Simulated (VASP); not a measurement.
Set up this calculation in VASP 6.6.1, as the native input.

```
Task                   : single point
Functional             : PBE
Potentials or basis    : VASP PAW PBE potentials, release 64 (W_sv, Si)
Cutoff                 : 520 eV
k mesh                 : 4 × 4 × 4
Occupations            : gaussian, width 0.1 eV
Spin                   : no spin polarisation
Dipole correction      : no
Further INCAR settings : LREAL = Auto; ALGO = Normal; EDIFF = 1e-06; NBANDS = 123
```

The structure of Si17W10 (a cell with a defect) lies in POSCAR:

```
Si17W10
1.0
    0.0000000000      0.0000000000      7.8668278230
   -4.8434929727      4.8434929727      3.9334139115
   -4.8434929727     -4.8434929727      3.9334139115
W Si
10 17
Direct
    0.0021025270      0.3333333333      0.3333333333
    0.0006392323      0.3333333333      0.6713126526
    0.6654803663      0.9987468537      0.6679198130
    0.3386185515      0.9953540141      0.3333333333
    0.0000668460      0.9987468537      0.9987468537
    0.3308938866      0.6679198130      0.6679198130
    0.0006392323      0.6713126526      0.3333333333
    0.6649239714      0.3333333333      0.3333333333
    0.3386185515      0.3333333333      0.9953540141
    0.6654803663      0.6679198130      0.9987468537
    0.6684460890     -0.0015431383      0.3333333333
    0.3316043057      0.0012704480      0.0012704480
   -0.0004585796      0.0012704480      0.6653962186
    0.3335696174      0.6682098049      0.3333333333
   -0.0004585796      0.6653962186      0.0012704480
    0.6684460890      0.3333333333     -0.0015431383
    0.3335696174      0.3333333333      0.6682098049
    0.6674785351      0.6653962186      0.6653962186
    0.6645662152      0.3333333333      0.6658082019
    0.3335282777     -0.0013742178      0.6680408845
    0.9970410838      0.0008584648      0.3333333333
    0.6682358289     -0.0013742178      0.9986257822
    0.9988207265      0.6680408845      0.6680408845
    0.6645662152      0.6658082019      0.3333333333
    0.3330116657      0.3333333333      0.3333333333
    0.9970410838      0.3333333333      1.0008584648
    0.3335282777      0.6680408845      0.9986257822
```

The input as run:

INCAR

```
SYSTEM = Si17W10
PREC = Accurate
ENCUT = 520
EDIFF = 1E-6
ISMEAR = 0
SIGMA = 0.1
LREAL = Auto
LASPH = .TRUE.
NELM = 80
ALGO = Normal
ISIF = 2
LWAVE = .FALSE.
LCHARG = .FALSE.
GGA = PE
NBANDS = 123
```

KPOINTS

```
Automatic mesh
0
G
  4 4 4
  0 0 0
```

Potentials or basis: VASP PAW PBE potentials, release 64 (W_sv, Si).

Launch:

```bash
$ cat potpaw_PBE.64/W_sv/POTCAR potpaw_PBE.64/Si/POTCAR > POTCAR
$ mpirun -np 1 vasp_std > vasp.out
```

It gave:

```
Pressure               : 5.0 GPa
Largest force          : 0.035 eV/Å
Band gap on the k mesh : zero (bands 104 and 105 overlap by 0.04 eV)
```

Caveat: spin-orbit coupling is left out, which moves the levels of the heavy elements.

It took 33 min on 1 thread of AMD EPYC 7R43 64-Core Processor (Zen 3), on a shared host, peak memory 0.66 GiB.
